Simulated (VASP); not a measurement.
# LaScF in VASP: further runs, part 2 of 2

VASP 6.6.1. Earlier steps stand in the parts before.

### 6 Relaxation of cell and atoms, PBE

This run uses another cell than the first one, of 21.28 Å³/atom, 1.020 times its volume.

INCAR reads:

```
SYSTEM = LaScF
PREC     = Accurate       ! precision mode
ENCUT    = 600            ! plane-wave cutoff, eV
EDIFF    = 1E-7           ! SCF threshold, eV
ISMEAR   = 0              ! smearing method
SIGMA    = 0.1            ! smearing width, eV
LREAL    = .FALSE.        ! projectors in reciprocal space
LASPH    = .TRUE.         ! aspherical terms in the spheres
NELM     = 80             ! most SCF steps
ALGO     = Normal         ! electronic algorithm
ISIF     = 3              ! what is computed and relaxed
LWAVE    = .FALSE.        ! write WAVECAR
LCHARG   = .FALSE.        ! write CHGCAR
GGA      = PE             ! functional
IBRION   = 2              ! ionic algorithm
NSW      = 100            ! ionic steps
EDIFFG   = -0.01          ! ionic threshold
```

KPOINTS reads:

```
regular mesh
0
G
  14 14 8
  0 0 0
```

POSCAR reads:

```
LaScF
1.0
    3.3741546380      0.0000000000      0.0000000000
    0.0000000000      3.3741546380      0.0000000000
    0.0000000000      0.0000000000      5.6064033286
La Sc F
1 1 1
Direct
    0.0000000000      0.0000000000      0.5000000000
    0.5000000000      0.5000000000      0.0000000000
    0.0000000000      0.0000000000      0.0000000000
```

Potentials or basis: VASP PAW PBE potentials, release 64 (La, Sc_sv, F).

On the command line:

```
$ cat potpaw_PBE.64/La/POTCAR potpaw_PBE.64/Sc_sv/POTCAR potpaw_PBE.64/F/POTCAR > POTCAR
$ mpirun -np 1 vasp_std > vasp.out
```

OUTCAR:

```text
SYSTEM = LaScF
   PREC = Accurate
   ENCUT = 600
   EDIFF = 1E-7
   ISMEAR = 0
   LREAL = .FALSE.
   LASPH = .TRUE.
   NELM = 80
   ISIF = 3
   GGA = PE
   IBRION = 2
   NSW = 100
   EDIFFG = -0.01

 ion  position               nearest neighbor table
   1  0.000  0.000  0.500-
   2  0.500  0.500  0.000-   3 2.39   3 2.39   3 2.39   3 2.39
   3  0.000  0.000  0.000-   2 2.39   2 2.39   2 2.39   2 2.39

  LATTYP: Found a simple tetragonal cell.
 ALAT       =     3.3741546380
 C/A-ratio  =     1.6615727286

  Lattice vectors:

 A1 = (   3.3741546380,   0.0000000000,   0.0000000000)
 A2 = (   0.0000000000,   3.3741546380,   0.0000000000)
 A3 = (   0.0000000000,   0.0000000000,   5.6064033286)

Analysis of symmetry for initial positions (statically):
=====================================================================
 Subroutine PRICEL returns:
 Original cell was already a primitive cell.

 Routine SETGRP: Setting up the symmetry group for a
 simple tetragonal supercell.

 Subroutine GETGRP returns: Found 16 space group operations
 (whereof 16 operations were pure point group operations)
 out of a pool of 16 trial point group operations.

The static configuration has the point symmetry D_4h.

Analysis of symmetry for dynamics (positions and initial velocities):
=====================================================================
 Subroutine PRICEL returns:
 Original cell was already a primitive cell.

 Routine SETGRP: Setting up the symmetry group for a
 simple tetragonal supercell.

 Subroutine GETGRP returns: Found 16 space group operations
 (whereof 16 operations were pure point group operations)
 out of a pool of 16 trial point group operations.

The dynamic configuration has the point symmetry D_4h.

 Subroutine INISYM returns: Found 16 space group operations
 (whereof 16 operations are pure point group operations),
 and found     1 'primitive' translations

----------------------------------------------------------------------------------------

                                     Primitive cell

  volume of cell :      63.8285

  direct lattice vectors                    reciprocal lattice vectors
     3.374154638  0.000000000  0.000000000     0.296370530  0.000000000  0.000000000
     0.000000000  3.374154638  0.000000000     0.000000000  0.296370530  0.000000000
     0.000000000  0.000000000  5.606403329     0.000000000  0.000000000  0.178367474

  length of vectors
     3.374154638  3.374154638  5.606403329     0.296370530  0.296370530  0.178367474

  position of ions in fractional coordinates (direct lattice)
     0.000000000  0.000000000  0.500000000
     0.500000000  0.500000000  0.000000000
     0.000000000  0.000000000  0.000000000

  ion indices of the primitive-cell ions
   primitive index   ion index
                 1           1
                 2           2
                 3           3

----------------------------------------------------------------------------------------

 KPOINTS: regular mesh
[... 30 lines left out ...]
  0.357143  0.000000  0.000000      4.000000
[... 16 lines left out ...]
  0.285714  0.214286  0.000000      8.000000
  0.357143  0.214286  0.000000      8.000000
 [... further k-points ...]
   k-points           NKPTS =    180   k-points in BZ     NKDIM =    180   number of bands    NBANDS=     18
   number of dos      NEDOS =    301   number of ions     NIONS =      3
   total plane-waves  NPLWV =  37632
   dimension x,y,z NGX =    28 NGY =   28 NGZ =   48
   dimension x,y,z NGXF=    56 NGYF=   56 NGZF=   96
   ions per type =               1   1   1
   NGX,Y,Z   is equivalent  to a cutoff of  13.80, 13.80, 14.23 a.u.
   NGXF,Y,Z  is equivalent  to a cutoff of  27.59, 27.59, 28.47 a.u.
 SYSTEM =  LaScF
   PREC   = accura    normal or accurate (medium, high low for compatibility)
   ISTART =      0    job   : 0-new  1-cont  2-samecut
   ICHARG =      2    charge: 1-file 2-atom 10-const
   ISPIN  =      1    spin polarized calculation?
   LNONCOLLINEAR =      F non collinear calculations
   LSORBIT =      F    spin-orbit coupling
   LASPH  =      T    aspherical Exc in radial PAW
   ENCUT  =  600.0 eV  44.10 Ry    6.64 a.u.   6.74  6.74 11.20*2*pi/ulx,y,z
   NELM   =     80;   NELMIN=  2; NELMDL= -5     # of ELM steps
   EDIFF  = 0.1E-06   stopping-criterion for ELM
   LREAL  =      F    real-space projection
   EDIFFG = -.1E-01   stopping-criterion for IOM
   NSW    =    100    number of steps for IOM
   IBRION =      2    ionic relax: 0-MD 1-quasi-New 2-CG
   NFREE  =      1    steps in history (QN), initial steepest desc. (CG)
   ISIF   =      3    stress and relaxation
   ISYM   =      2    0-nonsym 1-usesym 2-fastsym
   POTIM  = 0.5000    time-step for ionic-motion
   TEBEG  =    0.0;   TEEND  =   0.0 temperature during run
   PSTRESS=    0.0 pullay stress
   NELECT =      29.0000    total number of electrons
   NUPDOWN=      -1.0000    fix difference up-down
   EMIN   =  10.00;   EMAX   =-10.00  energy-range for DOS
   EFERMI =   0.00;   METHOD = LEGACY
   ISMEAR =     0;   SIGMA  =   0.10  broadening in eV -4-tet -1-fermi 0-gaus
   EFERMI_NEDOS =   21; number of points for ismear=-14 and -15
   IALGO  =     38    algorithm
   IMIX   =      4    mixing-type and parameters
     AMIX     =   0.40;   BMIX     =  1.00
     AMIX_MAG =   1.60;   BMIX_MAG =  1.00
  volume/ion in A,a.u.               =      21.28       143.58
  Fermi-wavevector in a.u.,A,eV,Ry     =   1.258547  2.378309 21.550815  1.583940
  Thomas-Fermi vector in A             =   2.392151
   LORBIT       =      0    0 simple, 1 ext, 2 COOP (PROOUT), +10 PAW based schemes
   GGA     = PE    functional components
   LHFCALC =     F    Hartree Fock is set to
   AEXX    =    0.0000 exact exchange contribution
   IVDW    =     0    specifies the selected vdW correction
   LEPSILON=     F    determine dielectric tensor
   LRPA    =     F    only Hartree local field effects (RPA)
 conjugate gradient relaxation of ions
 non-spin polarized calculation
 Gauss-broadening in eV      SIGMA  =   0.10
  energy-cutoff  :      600.00
  volume of cell :       63.83
 maximum number of plane-waves:      2160
 NGX is ok and might be reduce to    28
   NGX = 13   NGY = 13   NGZ = 23

--------------------------------------- Ionic step        1  -------------------------------------------

 number of electron      28.9999997 magnetization

 Free energy of the ion-electron system (eV)
  ---------------------------------------------------
  ext. energy  EPLUGINS =         0.00000000
  ---------------------------------------------------
  free energy    TOTEN  =       -17.28049609 eV

  energy without entropy =      -17.26656799  energy(sigma->0) =      -17.27353204

------------------------ aborting loop because EDIFF is reached ----------------------------------------

  FORCE on cell =-STRESS in cart. coord.  units (eV):
  Direction    XX          YY          ZZ          XY          YZ          ZX
  --------------------------------------------------------------------------------------
  -------------------------------------------------------------------------------------
  Total       -0.0812039     -0.0812039     -0.2841696      0.0000000      0.0000000      0.0000000
  in kB       -2.0383239     -2.0383239     -7.1330264      0.0000000      0.0000000      0.0000000
  external PRESSURE =      -3.7365581 kB  Pullay stress =       0.0000000 kB
[... 135 lines left out ...]
--------------------------------------- Ionic step        5  -------------------------------------------

 number of electron      28.9999996 magnetization

 Free energy of the ion-electron system (eV)
  ---------------------------------------------------
  ext. energy  EPLUGINS =         0.00000000
  ---------------------------------------------------
  free energy    TOTEN  =       -17.28182337 eV

  energy without entropy =      -17.26806175  energy(sigma->0) =      -17.27494256

 E-fermi :   7.3146     XC(G=0): -10.2201

 val. band max:        7.3051100815   @ k =   0.5000   0.4286   0.5000
 cond. band min:       7.3211444260   @ k =   0.2143   0.2143   0.2500
 fundamental gap:      0.0160343445
 Fermi energy:         7.3146262594

 k-point     1 :       0.0000    0.0000    0.0000
  band No.  band energies     occupation
      1     -43.0404      2.00000
      2     -25.4489      2.00000
      3     -21.6992      2.00000
      4     -21.6992      2.00000
      5     -21.5229      2.00000
      6     -19.2794      2.00000
[... 481 lines left out ...]
      5     -21.5000      2.00000
      6     -19.0249      2.00000
[... 10 lines left out ...]
     17       8.3180      0.00000
     18       8.8676      0.00000

 [... further k-points ...]

------------------------ aborting loop because EDIFF is reached ----------------------------------------

  FORCE on cell =-STRESS in cart. coord.  units (eV):
  Direction    XX          YY          ZZ          XY          YZ          ZX
  --------------------------------------------------------------------------------------
  -------------------------------------------------------------------------------------
  Total        0.0010644      0.0010644     -0.0007061      0.0000000     -0.0000000      0.0000000
  in kB        0.0269458      0.0269458     -0.0178739      0.0000000     -0.0000000      0.0000000
  external PRESSURE =       0.0120059 kB  Pullay stress =       0.0000000 kB
[... 18 lines left out ...]
  FREE ENERGIE OF THE ION-ELECTRON SYSTEM (eV)
  ---------------------------------------------------
  free  energy   TOTEN  =       -17.2818233740 eV

  energy  without entropy=      -17.2680617530  energy(sigma->0) =      -17.27494256

 reached required accuracy - stopping structural energy minimisation
```

Wall time 8.1 min (1 thread of AMD EPYC 9R45 (Zen 5), shared host); peak memory 0.45 GiB.

What came out:

```
Free energy                            : -17.2818 eV
Relaxed volume                         : 21.10 Å³/atom
Relaxed cell                           : a = 3.376 Å, b = 3.376 Å, c = 5.553 Å, α = 90.00°, β = 90.00°, γ = 90.00°
Space group after relaxing (to 0.05 Å) : P4/mmm (No. 123)
Energy gained by relaxing              : 0.4 meV/atom
Ionic steps                            : 5
Pressure after relaxing                : 0.0 GPa
```

Step by step:
```csv
step,energy change (eV),largest force (eV/Å),pressure (GPa),volume (Å³)
1,0.0000,0.0000,-0.37,63.83
2,-0.0010,0.0000,-0.04,63.37
3,-0.0011,0.0000,0.10,63.20
4,-0.0013,0.0000,0.05,63.24
5,-0.0013,0.0000,0.00,63.29
```

Final structure:
```xyz
3
Lattice="3.3761 0.0000 0.0000 0.0000 3.3761 0.0000 0.0000 0.0000 5.5526" Properties=species:S:1:pos:R:3 pbc="T T T"
La    0.0000    0.0000    2.7763
Sc    1.6881    1.6881    0.0000
F     0.0000    0.0000    0.0000
```

Levels at points of the mesh, in eV from the Fermi level:
| k point | band 11 | band 12 | band 13 | band 14 | band 15 | band 16 | band 17 | band 18 |
| --- | --- | --- | --- | --- | --- | --- | --- | --- |
| (0.00, 0.00, 0.00) | -7.90 | -7.71 | -3.11 | -1.38 | -0.14 | 0.20 | 1.20 | 1.20 |
| (0.50, 0.00, 0.00) | -8.37 | -7.73 | -1.18 | -0.26 | -0.02 | 0.50 | 1.06 | 1.55 |
| (0.50, 0.50, 0.00) | -8.38 | -7.56 | -2.39 | -1.45 | -1.45 | 1.26 | 1.65 | 1.99 |
| (0.00, 0.00, 0.50) | -7.92 | -7.92 | -1.99 | -0.89 | -0.86 | -0.56 | 0.97 | 1.45 |
| (0.50, 0.00, 0.50) | -8.39 | -8.32 | -1.69 | -0.70 | 1.25 | 1.28 | 1.44 | 1.48 |
| (0.50, 0.50, 0.50) | -8.44 | -8.07 | -1.89 | -0.03 | -0.03 | 0.40 | 0.40 | 0.55 |

Caveat: spin-orbit coupling is left out, which moves the levels of the heavy elements; an odd number of electrons without spin polarisation forces a metal; a magnetic or distorted state may lie lower.

### 7 The runs side by side

| task | cell | k mesh | cutoff (eV) | gap on the mesh (eV) | pressure (GPa) | relaxed volume (Å³/atom) |
| --- | --- | --- | --- | --- | --- | --- |
| single point | a = 3.356, b = 3.356, c = 5.557 Å, 3 atoms | 4 × 4 × 4 | 520 | none | 0.1 | - |
| single point | a = 3.374, b = 3.374, c = 5.606 Å, 3 atoms | 6 × 6 × 4 | 520 | none | 0.1 | - |
| relaxation of cell and atoms | relaxed from a = 3.356, b = 3.356, c = 5.557 Å, 3 atoms | 6 × 6 × 4 | 600 | none | 0.0 | 21.29 |
| single point | a = 3.373, b = 3.373, c = 5.566 Å, 3 atoms | 14 × 14 × 8 | 520 | none | 0.0 | - |
| relaxation of cell and atoms | relaxed from a = 3.374, b = 3.374, c = 5.606 Å, 3 atoms | 14 × 14 × 8 | 600 | none | 0.0 | 21.10 |

Alike in all rows: level PBE; potentials or basis VASP PAW PBE potentials, release 64 (La, Sc_sv, F); no spin polarisation; smearing gaussian 0.1 eV.

Caveats: some runs use coarse meshes; spin-orbit coupling is left out, which moves the levels of the heavy elements; an odd number of electrons without spin polarisation forces a metal; a magnetic or distorted state may lie lower.

Total energies depend on the potentials used, so only differences within one code and one set of settings carry meaning.
